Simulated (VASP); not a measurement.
LiInPt, 3 atoms in the cell. The structure is hexagonal, space group P-6m2 (No. 187). Conventional cell: a = 4.287 Å, b = 4.287 Å, c = 2.820 Å, α = 90.00°, β = 90.00°, γ = 120.00°. Within 3.3 Å of Li (site symmetry -6m2) lie 3 Pt at 2.47 Å and 2 Li at 2.82 Å and 6 In at 2.85 Å. Within 3.7 Å of In (site symmetry -6m2) lie 2 In at 2.82 Å and 6 Li at 2.85 Å and 6 Pt at 2.85 Å. Within 3.3 Å of Pt (site symmetry -6m2) lie 3 Li at 2.47 Å and 2 Pt at 2.82 Å and 6 In at 2.85 Å. 

- Program: VASP 6.6.1
- Task: single point
- Functional: r2SCAN
- Potentials or basis: VASP PAW PBE potentials, release 64 (Li_sv, In_d, Pt)
- Cutoff: 520 eV
- k mesh: 8 × 8 × 10
- Occupations: fermi-dirac, width 0.1 eV
- Spin: no spin polarisation
- Dipole correction: no
- Further INCAR settings: ALGO = Normal; EDIFF = 1e-06; NBANDS = 20

Potentials or basis: VASP PAW PBE potentials, release 64 (Li_sv, In_d, Pt).

Command:

```sh
$ cat potpaw_PBE.64/Li_sv/POTCAR potpaw_PBE.64/In_d/POTCAR potpaw_PBE.64/Pt/POTCAR > POTCAR
$ cp INCAR.step1 INCAR
$ mpirun -np 1 vasp_std > vasp.out
$ cp INCAR.step2 INCAR
$ mpirun -np 1 vasp_std > vasp.out
```

Hardware: 1 thread of Intel(R) Xeon(R) Platinum 8559C (Emerald Rapids) (shared host).

Task: Estimate the wall time of this run.

Result: Run time: 100 s on 1 thread of Intel(R) Xeon(R) Platinum 8559C (Emerald Rapids) (shared host), peak memory 0.21 GiB. Counts: k points 60.
